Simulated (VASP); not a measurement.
Wanted: the native input for a VASP 6.6.1 run.

```
Task                   : relaxation of shape and atoms at fixed volume
Functional             : PBE
Potentials or basis    : VASP PAW PBE potentials, release 64 (Tl_d, Pt, N)
Cutoff                 : 600 eV
k mesh                 : 8 × 8 × 4
Occupations            : gaussian, width 0.1 eV
Spin                   : no spin polarisation
Dipole correction      : no
Further INCAR settings : ALGO = Normal; EDIFF = 1e-06; IBRION = 2; EDIFFG = -0.01; NSW = 50; ISIF = 4
```

The structure of TlPtN lies in POSCAR:

```
TlPtN
1.0
    4.0003533960      0.0000000000      0.0000000000
    0.0000000000      4.0003533960      0.0000000000
    0.0000000000      0.0000000000      7.5798517852
Tl Pt N
2 2 2
Direct
    0.0000000000      0.0000000000      0.7948649380
    0.0000000000      0.0000000000      0.2051350620
    0.5000000000      0.5000000000      0.1668559111
    0.5000000000      0.5000000000      0.8331440889
    0.5000000000      0.5000000000      0.4258143630
    0.5000000000      0.5000000000      0.5741856370
```

The input as run:

INCAR

```
SYSTEM = TlPtN
ALGO = Normal
EDIFF = 1E-6
EDIFFG = -0.01
ENCUT = 600
GGA = PE
IBRION = 2
ISIF = 4
ISMEAR = 0
LASPH = .TRUE.
LCHARG = .FALSE.
LREAL = .FALSE.
LWAVE = .FALSE.
NELM = 80
NSW = 50
PREC = Accurate
SIGMA = 0.1
```

KPOINTS

```
k-points
0
G
  8 8 4
  0 0 0
```

Potentials or basis: VASP PAW PBE potentials, release 64 (Tl_d, Pt, N).

Launch:

```bash
$ cat potpaw_PBE.64/Tl_d/POTCAR potpaw_PBE.64/Pt/POTCAR potpaw_PBE.64/N/POTCAR > POTCAR
$ mpirun -np 1 vasp_std > vasp.out
```

Results of the run:

- Energy gained by relaxing: 4.2 meV/atom
- Ionic steps: 17
- Pressure after relaxing: 6.4 GPa
- Largest force after relaxing: 0.004 eV/Å
- Band gap on the k mesh: zero (bands 28 and 29 overlap by 1.31 eV)

Caveat: the standard files for N, O and F lose accuracy on very short bonds; spin-orbit coupling is left out, which moves the levels of the heavy elements.

It took 39 min on 1 thread of AMD EPYC 7R13 (shared host), peak memory 0.37 GiB.
